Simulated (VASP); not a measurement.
Write the native input for VASP 6.6.1 that does the following.

| Property | Result |
| --- | --- |
| Task | single point |
| Functional | PBEsol |
| Potentials or basis | VASP PAW PBE potentials, release 64 (W_sv, Co) |
| Cutoff | 520 eV |
| k mesh | 12 × 12 × 12 |
| Occupations | gaussian, width 0.1 eV |
| Spin | no spin polarisation |
| Dipole correction | no |
| Further INCAR settings | ALGO = Fast; EDIFF = 1e-06; NBANDS = 34 |

The structure of CoW3 lies in POSCAR:

```
CoW3
1.0
    0.0000000000      3.0720842694      3.0720842694
    3.0720842694      0.0000000000      3.0720842694
    3.0720842694      3.0720842694      0.0000000000
W Co
3 1
Direct
    0.2500000000      0.2500000000      0.2500000000
    0.7500000000      0.7500000000      0.7500000000
    0.5000000000      0.5000000000      0.5000000000
    0.0000000000      0.0000000000      0.0000000000
```

The input as run:

INCAR

```
SYSTEM = CoW3
PREC = Accurate
ENCUT = 520
EDIFF = 1E-6
ISMEAR = 0
SIGMA = 0.1
LREAL = .False.
LASPH = .True.
NELM = 80
ALGO = Fast
ISIF = 2
LWAVE = .False.
LCHARG = .True.
GGA = PS
LELF = .True.
LVHAR = .True.
NBANDS = 34
```

KPOINTS

```
regular mesh
0
Gamma
  12 12 12
  0 0 0
```

Potentials or basis: VASP PAW PBE potentials, release 64 (W_sv, Co).

Run with:

```sh
$ cat potpaw_PBE.64/W_sv/POTCAR potpaw_PBE.64/Co/POTCAR > POTCAR
$ mpirun -np 1 vasp_std > vasp.out
```

It gave:

- Pressure: -0.9 GPa
- Band gap on the k mesh: zero (an odd number of electrons rules out a gap without spin polarisation)

Caveat: the PAW data sets were made with another functional, which shifts forces and pressure a little; spin-orbit coupling is left out, which moves the levels of the heavy elements; the run has no spin polarisation, though such a crystal can be magnetic.

It took 97 s on 1 thread of Intel(R) Xeon(R) Platinum 8488C (Sapphire Rapids) (shared host), peak memory 0.26 GiB.
